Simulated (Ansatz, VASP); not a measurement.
**One calculation of NaCl, two programs**

POSCAR

```
NaCl
1.0
    0.0000000000      2.8027319616      2.8027319616
    2.8027319616      0.0000000000      2.8027319616
    2.8027319616      2.8027319616      0.0000000000
Na Cl
1 1
Direct
    0.0000000000      0.0000000000      0.0000000000
    0.5000000000      0.5000000000      0.5000000000
```

File INCAR.step1:

```
SYSTEM = NaCl
PREC = Accurate ; ENCUT = 520
ISMEAR = 0 ; SIGMA = 0.01
LREAL = .False. ; LASPH = .True.
NELM = 80 ; NBANDS = 14
GGA = PE ; ALGO = Normal
EDIFF = 1E-4 ; LWAVE = .True.
LCHARG = .False.
```

INCAR.step2

```
SYSTEM = NaCl
PREC = Accurate ; ENCUT = 520
EDIFF = 1E-6 ; ISMEAR = 0
SIGMA = 0.01 ; LREAL = .False.
LASPH = .True. ; NELM = 80
ALGO = Normal ; ISIF = 2
LWAVE = .False. ; LCHARG = .True.
METAGGA = R2SCAN ; LMIXTAU = .True.
LELF = .True. ; LVHAR = .True.
NBANDS = 14 ; ISTART = 1
```

File KPOINTS:

```
regular mesh
0
Gamma
  6 6 6
  0 0 0
```

Input for Ansatz:

```yaml
crystal:
  lattice:
    - [0.0, 2.8027319616, 2.8027319616]
    - [2.8027319616, 0.0, 2.8027319616]
    - [2.8027319616, 2.8027319616, 0.0]
  atoms:
    - { symbol: Na, position: [0.0, 0.0, 0.0] }
    - { symbol: Cl, position: [0.5, 0.5, 0.5] }
kpoints:
  mp_grid: { grid: [6, 6, 6] }
hamiltonian:
  xc: r2scan
scf:
  occupations: { method: fixed }
  n_extra_bands: 4
output:
  forces: true
  stress: true
  eigenvalues: true
basis:
  ecutwfc: 600
```

Alike in both runs: task single point; functional r2SCAN; k mesh 6 × 6 × 6; no spin polarisation.

|  | VASP | Ansatz |
| --- | --- | --- |
| version | VASP 6.6.1 | Ansatz 0.2.0 |
| potentials or method | VASP PAW PBE potentials, release 64 (Na_pv, Cl), cutoff 520 eV | plane waves |
| occupations | gaussian, width 0.01 eV | fixed |
| valence electrons in the cell | 14 | 16 |

VASP gave:

| Item | Value |
| --- | --- |
| gap on the k mesh at the Fermi level (eV) | 6.00 |
| pressure (GPa) | -0.1 |

Estimate Ansatz's values.

gap on the k mesh at the Fermi level (eV): 5.98; pressure (GPa): 0.0.

VASP's potentials were made for PBE, not for r2SCAN. VASP's potentials hold 14 valence electrons a cell and Ansatz's 16, so a difference there can come from the potentials and not from the codes.
